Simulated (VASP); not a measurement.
Runs of VASP 6.6.1 on BaTiO3. The structure is that of space group Pm-3m (No. 221), or close to it. The cells are those of the table. 

```tsv
task	potentials or basis	cell	cutoff (eV)	gap on the mesh (eV)	pressure (GPa)
relaxation of the atoms	VASP PAW PBE potentials, release 64 (Ba_sv, Ti_sv, O)	atoms relaxed from a = 4.006, b = 4.006, c = 3.966 Å, 5 atoms	520	1.74	5.3
single point	VASP PAW PBE potentials, release 64 (Ba_sv, Ti_sv, O_h)	a = 4.006, b = 4.006, c = 3.966 Å, 5 atoms	910	1.74	(a)
relaxation of the atoms	VASP PAW PBE potentials, release 64 (Ba_sv, Ti_sv, O)	atoms relaxed from a = 4.059 Å, 5 atoms	520	1.66	-3.0
relaxation of the atoms	VASP PAW PBE potentials, release 64 (Ba_sv, Ti_sv, O)	atoms relaxed from a = 4.085 Å, 5 atoms	520	1.62	-5.6
single point	VASP PAW PBE potentials, release 64 (Ba_sv, Ti_sv, O_h)	a = 4.006, b = 4.006, c = 3.926 Å, 5 atoms	910	1.74	7.0
```

Alike in all rows: level PBE; no spin polarisation; k mesh 8 × 8 × 8; smearing fermi-dirac 0.02 eV.

Q: Estimate the missing entries.

A: (a) 5.0.

Caveats: spin-orbit coupling is left out, which moves the levels of the heavy elements; the relaxation stopped at its first step, so nothing moved (at least some runs); the cutoff is under 1.25 times the usual one of these potentials, so pressure, stress and relaxed cells hold a basis-set (Pulay) error (at least some runs); the cell stands under pressure (at least some runs).

A k mesh can miss the band edges, and the runs leave out spin-orbit coupling on Ba.
